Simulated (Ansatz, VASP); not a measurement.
# One calculation of Fe2Ge, two programs

```
Fe Ge
1.0
     4.29198    0.00000    0.00000
    -2.14599    3.71696    0.00000
     0.00000    0.00000    5.20158
Fe Ge
4 2
Direct
  0.00000 0.00000 0.00000
  0.00000 0.00000 0.50000
  0.66667 0.33333 0.75000
  0.33333 0.66667 0.25000
  0.66667 0.33333 0.25000
  0.33333 0.66667 0.75000
```

Alike in both runs: task single point; functional PBEsol; k mesh 8 × 8 × 6; occupations gaussian, width 0.1 eV; collinear spin.

|  | VASP | Ansatz |
| --- | --- | --- |
| version | VASP 6.6.1 | Ansatz 0.2.0 |
| potentials or method | VASP PAW PBE potentials, release 64 (Fe, Ge_d), cutoff 520 eV | plane waves, PAW |
| valence electrons in the cell | 60 | 92 |

```csv
,VASP,Ansatz,Ansatz less VASP
pressure (GPa),-19.5,-19.7,-0.16
"traceless stress, the component that is largest in VASP (GPa)",0.12,0.14,+0.017
net moment per atom (μB),1.52,1.52,+0.002
size of the moment on the site where the two differ most (μB),0.09,0.07,-0.023
```

VASP's potentials were made for PBE, not for PBEsol. Site moments also hang on the region over which each program counts them. With one functional, cell and mesh, what is left measures potentials, basis and numerics. VASP's potentials hold 60 valence electrons a cell and Ansatz's 92, so a difference there can come from the potentials and not from the codes. Ansatz's warnings: structure snapped to symmetry.
